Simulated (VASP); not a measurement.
Input of a VASP 6.6.1 run:

POSCAR

```
BeSe
1.0
    0.0000000000      2.5810353788      2.5810353788
    2.5810353788      0.0000000000      2.5810353788
    2.5810353788      2.5810353788      0.0000000000
Be Se
1 1
Direct
    0.0000000000      0.0000000000      0.0000000000
    0.2500000000      0.2500000000      0.2500000000
```

The input INCAR.step1:

```
SYSTEM = BeSe
  PREC = Accurate
  ENCUT = 660
  ISMEAR = 0
  SIGMA = 0.01
  LREAL = .False.
  LASPH = .True.
  NELM = 120
  NBANDS = 11
  GGA = PE
  ALGO = Normal
  EDIFF = 1E-5
  LWAVE = .True.
  LCHARG = .False.
  GGA_COMPAT = .False.
```

INCAR.step2

```
SYSTEM = BeSe
  PREC = Accurate
  ENCUT = 660
  EDIFF = 1E-6
  ISMEAR = 0
  SIGMA = 0.01
  LREAL = .False.
  LASPH = .True.
  NELM = 120
  ALGO = Normal
  ISIF = 2
  LWAVE = .False.
  LCHARG = .False.
  METAGGA = R2SCAN
  LMIXTAU = .True.
  NBANDS = 11
  ISTART = 1
  GGA_COMPAT = .False.
```

KPOINTS

```
Automatic mesh
0
Gamma
  8 8 8
  0 0 0
```

Potentials or basis: VASP PAW PBE potentials, release 64 (Be, Se).

Command:

```console
$ cat potpaw_PBE.64/Be/POTCAR potpaw_PBE.64/Se/POTCAR > POTCAR
$ cp INCAR.step1 INCAR
$ mpirun -np 1 vasp_std > vasp.out
$ cp INCAR.step2 INCAR
$ mpirun -np 1 vasp_std > vasp.out
```

(1) What does it give for the band gap on the k mesh?

(2) Predict the pressure.

## Answers

(1) 3.12 eV, indirect (least direct gap 5.04 eV).

(2) 0.3 GPa.

Caveat: the PAW data sets were made with another functional, which shifts forces and pressure a little.
